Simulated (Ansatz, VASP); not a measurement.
## One calculation of AlH5, two programs

```
Al H
1.0
     4.09735    0.00000    0.00000
     0.04757    6.06606    0.00000
     0.53907    0.07612    7.83730
Al H
2 10
Direct
  0.51318 0.99791 0.68366
  0.88581 0.00434 0.95520
  0.74330 0.56483 0.36401
  0.28234 0.55109 0.07768
  0.74089 0.19234 0.81866
  0.21427 0.43701 0.63477
  0.74456 0.80963 0.82707
  0.22108 0.56125 0.63564
  0.74852 0.44137 0.35859
  0.30249 0.42813 0.08171
  0.29178 0.00307 0.90630
  0.81177 0.00903 0.15670
```

Change from the starting cell: the structure that the rattled cell fell into.

Alike in both runs: task single point; functional PBE; k mesh 4 × 4 × 2; occupations gaussian, width 0.1 eV; no spin polarisation.

|  | VASP | Ansatz |
| --- | --- | --- |
| version | VASP 6.6.1 | Ansatz 0.2.0 |
| potentials or method | VASP PAW PBE potentials, release 64 (Al, H), cutoff 520 eV | scalar-relativistic, plane waves, PAW |
| valence electrons in the cell | 16 | 16 |

```csv
,VASP,Ansatz,Ansatz less VASP
gap on the k mesh at the Fermi level (eV),2.26,2.26,-0.005
least direct gap on the mesh (eV),2.44,2.44,-0.005
pressure (GPa),0.0,0.1,+0.14
"traceless stress, the component that is largest in VASP (GPa)",-0.19,-0.20,-0.016
rms of the force components (eV/Å),0.015,0.014,-0.0012
```

Atom by atom the forces differ by 0.006 eV/Å (rms over components).
